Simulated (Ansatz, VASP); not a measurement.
# HfO2: VASP beside Ansatz

INCAR

```
SYSTEM = HfO2
ALGO = Normal ; EDIFF = 1E-7
ENCUT = 520 ; GGA = PE
ISIF = 2 ; ISMEAR = 0
LASPH = .TRUE. ; LCHARG = .FALSE.
LREAL = .FALSE. ; LWAVE = .FALSE.
NBANDS = 43 ; NELM = 100
PREC = Accurate ; SIGMA = 0.05
```

KPOINTS

```
k-points
0
G
  7 7 3
  0 0 0
```

Contents of POSCAR:

```
HfO2
1.0
    2.5488057606     -2.5488057606      0.0000000000
    2.5488057606      0.0000000000     -2.5488057606
    9.7705920027      2.7611212805      2.7611212805
Hf O
3 6
Direct
   -0.6493444450     -0.6493444450      0.7083500000
   -0.0104444450     -0.0104444450      0.3750166667
    0.6284555550      0.6284555550      0.0416833333
    0.3992805550      0.3992805550      0.2916833333
    0.1214805550     -0.8785194450      0.9583500000
   -0.2396194450     -0.2396194450      0.6250166667
   -0.0590694450     -0.0590694450      0.7916833333
    0.5798305550      0.5798305550      0.4583500000
    0.2187305550      0.2187305550      0.1250166667
```

Input for Ansatz:

```yaml
crystal:
  lattice:
    - [2.5488057606, -2.5488057606, 0.0]
    - [2.5488057606, 0.0, -2.5488057606]
    - [9.7705920027, 2.7611212805, 2.7611212805]
  atoms:
    - { symbol: Hf, position: [-0.649344445, -0.649344445, 0.70835] }
    - { symbol: Hf, position: [-0.010444445, -0.010444445, 0.3750166667] }
    - { symbol: Hf, position: [0.628455555, 0.628455555, 0.0416833333] }
    - { symbol: O, position: [0.399280555, 0.399280555, 0.2916833333] }
    - { symbol: O, position: [0.121480555, -0.878519445, 0.95835] }
    - { symbol: O, position: [-0.239619445, -0.239619445, 0.6250166667] }
    - { symbol: O, position: [-0.059069445, -0.059069445, 0.7916833333] }
    - { symbol: O, position: [0.579830555, 0.579830555, 0.45835] }
    - { symbol: O, position: [0.218730555, 0.218730555, 0.1250166667] }
basis:
  ecutwfc: 420
kpoints:
  mp_grid: { grid: [7, 7, 3] }
hamiltonian:
  xc: pbe
scf:
  occupations: { method: gaussian, width: 0.05 }
output:
  forces: true
  stress: true
  eigenvalues: true
  write_density: true
  write_potential: true
  elf: true
  volumetric_format: npy
```

Alike in both runs: task single point; functional PBE; k mesh 7 × 7 × 3; occupations gaussian, width 0.05 eV; no spin polarisation.

|  | VASP | Ansatz |
| --- | --- | --- |
| version | VASP 6.6.1 | Ansatz 0.2.0 |
| potentials or method | VASP PAW PBE potentials, release 64 (Hf_pv, O), cutoff 520 eV | scalar-relativistic, plane waves, PAW |
| valence electrons in the cell | 66 | 114 |

|  | VASP | Ansatz | Ansatz less VASP |
| --- | --- | --- | --- |
| gap on the k mesh at the Fermi level (eV) | 3.25 | 3.26 | +0.008 |
| least direct gap on the mesh (eV) | 3.57 | 3.58 | +0.004 |
| pressure (GPa) | 0.9 | 4.5 | +3.55 |
| traceless stress, the component that is largest in VASP (GPa) | 12.22 | 11.99 | -0.232 |
| rms of the force components (eV/Å) | 1.038 | 1.046 | +0.0076 |

Atom by atom the forces differ by 0.012 eV/Å (rms over components). With one functional, cell and mesh, what is left measures potentials, basis and numerics. VASP's potentials hold 66 valence electrons a cell and Ansatz's 114, so a difference there can come from the potentials and not from the codes.

Neither program's run includes spin-orbit coupling.
